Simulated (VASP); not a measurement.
# Si3N4 in VASP: single point with LDA

Aim: the single point of Si3N4 with LDA.

Everything below comes from runs of VASP 6.6.1. Logs are shortened: lines on timing, memory, paths and dates and some standing lists are left out, and cuts for length are marked.

## 1. The cell of the first run

The typed cell holds 14 atoms: a = 7.546 Å, b = 7.546 Å, c = 2.886 Å, α = 90.00°, β = 90.00°, γ = 120.00°.

## 2. Single point, LDA

Input file INCAR:

```
SYSTEM = Si3N4
PREC = Accurate ; ENCUT = 520
EDIFF = 1E-6 ; ISMEAR = -1
SIGMA = 0.1 ; LREAL = .False.
LASPH = .True. ; NELM = 60
ALGO = Normal ; ISIF = 2
LWAVE = .False. ; LCHARG = .False.
NBANDS = 45
```

Input file KPOINTS:

```
Automatic mesh
0
Gamma
  4 4 9
  0 0 0
```

Input file POSCAR:

```
Si3N4
1.0
    7.5458326200      0.0000000000      0.0000000000
   -3.7729163100      6.5348836500      0.0000000000
    0.0000000000      0.0000000000      2.8860669300
N Si
8 6
Direct
    0.3333000000      0.6667000000      0.2500000000
    0.6666000000      0.3333000000      0.7500000000
    0.3394000000      0.0362000000      0.2500000000
    0.3032000000      0.3394000000      0.7500000000
    0.9638000000      0.3032000000      0.2500000000
    0.6606000000      0.9638000000      0.7500000000
    0.6968000000      0.6606000000      0.2500000000
    0.0362000000      0.6968000000      0.7500000000
    0.1952000000      0.7656000000      0.2500000000
    0.4296000000      0.1952000000      0.7500000000
    0.2344000000      0.4296000000      0.2500000000
    0.8048000000      0.2344000000      0.7500000000
    0.5704000000      0.8048000000      0.2500000000
    0.7656000000      0.5704000000      0.7500000000
```

Potentials or basis: VASP PAW LDA potentials, release 64 (N, Si).

Command:

```
$ cat potpaw_LDA.64/N/POTCAR potpaw_LDA.64/Si/POTCAR > POTCAR
$ mpirun -np 1 vasp_std > vasp.out
```

OUTCAR:

```text
SYSTEM = Si3N4
   PREC = Accurate
   ENCUT = 520
   EDIFF = 1E-6
   ISMEAR = -1
   LREAL = .False.
   LASPH = .True.
   NELM = 60
   ISIF = 2

 ion  position               nearest neighbor table
   1  0.333  0.667  0.250-   9 1.56  13 1.56  11 1.56
   2  0.667  0.333  0.750-  10 1.56  14 1.56  12 1.56
   3  0.339  0.036  0.250-   9 1.77  10 1.78  10 1.78
   4  0.303  0.339  0.750-  10 1.77  11 1.78  11 1.78
   5  0.964  0.303  0.250-  11 1.77  12 1.78  12 1.78
   6  0.661  0.964  0.750-  12 1.77  13 1.78  13 1.78
   7  0.697  0.661  0.250-  13 1.77  14 1.78  14 1.78
   8  0.036  0.697  0.750-  14 1.77   9 1.78   9 1.78
   9  0.195  0.766  0.250-   1 1.56   3 1.77   8 1.78   8 1.78  13 2.70  11 2.70
  10  0.430  0.195  0.750-   2 1.56   4 1.77   3 1.78   3 1.78  12 2.70  14 2.70
  11  0.234  0.430  0.250-   1 1.56   5 1.77   4 1.78   4 1.78   9 2.70  13 2.70
  12  0.805  0.234  0.750-   2 1.56   6 1.77   5 1.78   5 1.78  10 2.70  14 2.70
  13  0.570  0.805  0.250-   1 1.56   7 1.77   6 1.78   6 1.78   9 2.70  11 2.70
  14  0.766  0.570  0.750-   2 1.56   8 1.77   7 1.78   7 1.78  12 2.70  10 2.70

  LATTYP: Found a hexagonal cell.
 ALAT       =     7.5458326200
 C/A-ratio  =     0.3824716337

  Lattice vectors:

 A1 = (   7.5458326200,   0.0000000000,   0.0000000000)
 A2 = (  -3.7729163100,   6.5348836500,   0.0000000000)
 A3 = (   0.0000000000,   0.0000000000,   2.8860669300)

Analysis of symmetry for initial positions (statically):
=====================================================================
 Subroutine PRICEL returns:
 Original cell was already a primitive cell.

 Routine SETGRP: Setting up the symmetry group for a
 hexagonal supercell.

 Subroutine GETGRP returns: Found  2 space group operations
 (whereof  1 operations were pure point group operations)
 out of a pool of 24 trial point group operations.

The static configuration has the point symmetry C_1 .
 The point group associated with its full space group is C_1h.

Analysis of symmetry for dynamics (positions and initial velocities):
=====================================================================
 Subroutine PRICEL returns:
 Original cell was already a primitive cell.

 Routine SETGRP: Setting up the symmetry group for a
 hexagonal supercell.

 Subroutine GETGRP returns: Found  2 space group operations
 (whereof  1 operations were pure point group operations)
 out of a pool of 24 trial point group operations.

The dynamic configuration has the point symmetry C_1 .
 The point group associated with its full space group is C_1h.

 Subroutine INISYM returns: Found  2 space group operations
 (whereof  1 operations are pure point group operations),
 and found     1 'primitive' translations

----------------------------------------------------------------------------------------

                                     Primitive cell

  volume of cell :     142.3152

  direct lattice vectors                    reciprocal lattice vectors
     7.545832620  0.000000000  0.000000000     0.132523480  0.076512456  0.000000000
    -3.772916310  6.534883650  0.000000000     0.000000000  0.153024913  0.000000000
     0.000000000  0.000000000  2.886066930     0.000000000  0.000000000  0.346492311

  length of vectors
     7.545832620  7.545833407  2.886066930     0.153024929  0.153024913  0.346492311

  position of ions in fractional coordinates (direct lattice)
     0.333300000  0.666700000  0.250000000
     0.666600000  0.333300000  0.750000000
     0.339400000  0.036200000  0.250000000
     0.303200000  0.339400000  0.750000000
     0.963800000  0.303200000  0.250000000
     0.660600000  0.963800000  0.750000000
     0.696800000  0.660600000  0.250000000
     0.036200000  0.696800000  0.750000000
     0.195200000  0.765600000  0.250000000
     0.429600000  0.195200000  0.750000000
     0.234400000  0.429600000  0.250000000
     0.804800000  0.234400000  0.750000000
     0.570400000  0.804800000  0.250000000
     0.765600000  0.570400000  0.750000000

  ion indices of the primitive-cell ions
   primitive index   ion index
                 1           1
                 2           2
                 3           3
                 4           4
                 5           5
                 6           6
                 7           7
                 8           8
                 9           9
                10          10
                11          11
                12          12
                13          13
                14          14

----------------------------------------------------------------------------------------

 KPOINTS: Automatic mesh

Automatic generation of k-mesh.
 Grid dimensions read from file:
 generate k-points for:    4    4    9

 Generating k-lattice:

  Cartesian coordinates                     Fractional coordinates (reciprocal lattice)
     0.033130870  0.019128114  0.000000000     0.250000000 -0.000000000  0.000000000
     0.000000000  0.038256228  0.000000000     0.000000000  0.250000000  0.000000000
     0.000000000  0.000000000  0.038499146     0.000000000  0.000000000  0.111111111

  Length of vectors
     0.038256232  0.038256228  0.038499146

  Shift w.r.t. Gamma in fractional coordinates (k-lattice)
     0.000000000  0.000000000  0.000000000

 Subroutine IBZKPT returns following result:
 ===========================================

 Found     50 irreducible k-points:

 Following reciprocal coordinates:
            Coordinates               Weight
  0.000000  0.000000  0.000000      1.000000
  0.250000  0.000000  0.000000      2.000000
  0.000000  0.250000  0.000000      2.000000
 -0.250000  0.250000  0.000000      2.000000
  0.500000  0.000000  0.000000      1.000000
  0.000000  0.500000  0.000000      1.000000
[... 16 lines left out ...]
  0.000000  0.250000  0.222222      4.000000
 -0.250000  0.250000  0.222222      4.000000
 [... further k-points ...]
   k-points           NKPTS =     50   k-points in BZ     NKDIM =     50   number of bands    NBANDS=     45
   number of dos      NEDOS =    301   number of ions     NIONS =     14
   total plane-waves  NPLWV =  75264
   dimension x,y,z NGX =    56 NGY =   56 NGZ =   24
   dimension x,y,z NGXF=   112 NGYF=  112 NGZF=   48
   ions per type =               8   6
   NGX,Y,Z   is equivalent  to a cutoff of  12.34, 12.34, 13.82 a.u.
   NGXF,Y,Z  is equivalent  to a cutoff of  24.68, 24.68, 27.65 a.u.
 SYSTEM =  Si3N4
   PREC   = accura    normal or accurate (medium, high low for compatibility)
   ISTART =      0    job   : 0-new  1-cont  2-samecut
   ICHARG =      2    charge: 1-file 2-atom 10-const
   ISPIN  =      1    spin polarized calculation?
   LNONCOLLINEAR =      F non collinear calculations
   LSORBIT =      F    spin-orbit coupling
   LASPH  =      T    aspherical Exc in radial PAW
   ENCUT  =  520.0 eV  38.22 Ry    6.18 a.u.  14.03 14.03  5.37*2*pi/ulx,y,z
   NELM   =     60;   NELMIN=  2; NELMDL= -5     # of ELM steps
   EDIFF  = 0.1E-05   stopping-criterion for ELM
   LREAL  =      F    real-space projection
   EDIFFG = 0.1E-04   stopping-criterion for IOM
   NSW    =      0    number of steps for IOM
   IBRION =     -1    ionic relax: 0-MD 1-quasi-New 2-CG
   NFREE  =      0    steps in history (QN), initial steepest desc. (CG)
   ISIF   =      2    stress and relaxation
   ISYM   =      2    0-nonsym 1-usesym 2-fastsym
   POTIM  = 0.5000    time-step for ionic-motion
   TEBEG  =    0.0;   TEEND  =   0.0 temperature during run
   PSTRESS=    0.0 pullay stress
   NELECT =      64.0000    total number of electrons
   NUPDOWN=      -1.0000    fix difference up-down
   EMIN   =  10.00;   EMAX   =-10.00  energy-range for DOS
   EFERMI =   0.00;   METHOD = LEGACY
   ISMEAR =    -1;   SIGMA  =   0.10  broadening in eV -4-tet -1-fermi 0-gaus
   EFERMI_NEDOS =   21; number of points for ismear=-14 and -15
   IALGO  =     38    algorithm
   IMIX   =      4    mixing-type and parameters
     AMIX     =   0.40;   BMIX     =  1.00
     AMIX_MAG =   1.60;   BMIX_MAG =  1.00
  volume/ion in A,a.u.               =      10.17        68.60
  Fermi-wavevector in a.u.,A,eV,Ry     =   1.254251  2.370190 21.403934  1.573145
  Thomas-Fermi vector in A             =   2.388065
   LORBIT       =      0    0 simple, 1 ext, 2 COOP (PROOUT), +10 PAW based schemes
   GGA     = CA    functional components
   LHFCALC =     F    Hartree Fock is set to
   AEXX    =    0.0000 exact exchange contribution
   IVDW    =     0    specifies the selected vdW correction
   LEPSILON=     F    determine dielectric tensor
   LRPA    =     F    only Hartree local field effects (RPA)
 non-spin polarized calculation
  energy-cutoff  :      520.00
  volume of cell :      142.32
 maximum number of plane-waves:      3860
   NGX = 29   NGY = 29   NGZ = 11

 number of electron      63.9999994 magnetization

 Free energy of the ion-electron system (eV)
  ---------------------------------------------------
  ext. energy  EPLUGINS =         0.00000000
  ---------------------------------------------------
  free energy    TOTEN  =      -122.34716694 eV

  energy without entropy =     -122.34716693  energy(sigma->0) =     -122.34716693

 E-fermi :   8.9126     XC(G=0): -11.2346

 val. band max:        7.1539723633   @ k =   0.0000   0.0000   0.2222
 cond. band min:      10.7833505807   @ k =   0.0000   0.0000   0.4444
 fundamental gap:      3.6293782174
 Fermi energy:         8.9126287801

 k-point     1 :       0.0000    0.0000    0.0000
  band No.  band energies     occupation
      1     -12.4387      2.00000
      2     -11.7627      2.00000
      3      -9.1362      2.00000
      4      -9.1357      2.00000
      5      -8.7077      2.00000
      6      -8.7074      2.00000
[... 36 lines left out ...]
     43      15.4755      0.00000
     44      16.2387      0.00000
[... 1040 lines left out ...]
      4      -8.7893      2.00000
      5      -8.3156      2.00000
      6      -7.8970      2.00000
[... 36 lines left out ...]
     43      14.8862      0.00000
     44      14.9863      0.00000

 [... further k-points ...]

 [bands above 44 left out]

------------------------ aborting loop because EDIFF is reached ----------------------------------------

  FORCE on cell =-STRESS in cart. coord.  units (eV):
  Direction    XX          YY          ZZ          XY          YZ          ZX
  --------------------------------------------------------------------------------------
  -------------------------------------------------------------------------------------
  Total       19.2422045     19.1942057     -7.2660044      0.0076539      0.0000000      0.0000000
  in kB      216.6276966    216.0873290    -81.8002843      0.0861670      0.0000000      0.0000000
  external PRESSURE =     116.9715805 kB  Pullay stress =       0.0000000 kB

 VOLUME and BASIS-vectors are now :
 -----------------------------------------------------------------------------
  energy-cutoff  :      520.00
  volume of cell :      142.32
      direct lattice vectors                 reciprocal lattice vectors
     7.545832620  0.000000000  0.000000000     0.132523480  0.076512456  0.000000000
    -3.772916310  6.534883650  0.000000000     0.000000000  0.153024913  0.000000000
     0.000000000  0.000000000  2.886066930     0.000000000  0.000000000  0.346492311

 POSITION                                       TOTAL-FORCE (eV/Angst)
 -----------------------------------------------------------------------------------
     -0.00038      4.35681      0.72152         0.029676     -0.017500      0.000000
      3.77254      2.17808      2.16455         0.029663      0.017512      0.000000
      2.42448      0.23656      0.72152         0.769494      0.780738      0.000000
      1.00737      2.21794      2.16455        -0.293537      1.060135      0.000000
      6.12873      1.98138      0.72152        -1.063650      0.276649      0.000000
      1.34844      6.29832      2.16455        -0.769974     -0.781539      0.000000
      2.76555      4.31694      0.72152         0.289777     -1.057835      0.000000
     -2.35581      4.55351      2.16455         1.058841     -0.278740      0.000000
     -1.41560      5.00311      0.72152        -9.130306      3.568534      0.000000
      2.50522      1.27561      2.16455        -7.653874     -6.124942      0.000000
      0.14790      2.80739      0.72152         1.473253     -9.658604      0.000000
      5.18851      1.53178      2.16455         9.100777     -3.554484      0.000000
      1.26770      5.25927      0.72152         7.631495      6.107154      0.000000
      3.62502      3.72750      2.16455        -1.471636      9.662922      0.000000
 -----------------------------------------------------------------------------------
    total drift:                                0.000004      0.000001     -0.000000

  FREE ENERGIE OF THE ION-ELECTRON SYSTEM (eV)
  ---------------------------------------------------
  free  energy   TOTEN  =      -122.3471669385 eV

  energy  without entropy=     -122.3471669286  energy(sigma->0) =     -122.34716693
```

Run time: 4.6 min. Hardware: 1 thread of Intel Xeon Platinum 8259CL at 2.50GHz (Skylake/Cascade Lake), shared host; peak memory 0.35 GiB.

Results:

* Free energy: -122.3472 eV
* Pressure: 11.7 GPa
* Largest force: 9.803 eV/Å
* Band gap on the k mesh: 3.63 eV, indirect (least direct gap 4.16 eV)

Forces on the atoms (eV/Å):
```
N    0.030 -0.018  0.000
N    0.030  0.018  0.000
N    0.769  0.781  0.000
N   -0.294  1.060  0.000
N   -1.064  0.277  0.000
N   -0.770 -0.782  0.000
N    0.290 -1.058  0.000
N    1.059 -0.279  0.000
Si  -9.130  3.569  0.000
Si  -7.654 -6.125  0.000
Si   1.473 -9.659  0.000
Si   9.101 -3.554  0.000
Si   7.631  6.107  0.000
Si  -1.472  9.663  0.000
```

Caveat: forces of over 1 eV/Å act on the atoms, so gaps and moduli don't describe the material at rest. A k mesh can miss the band edges.
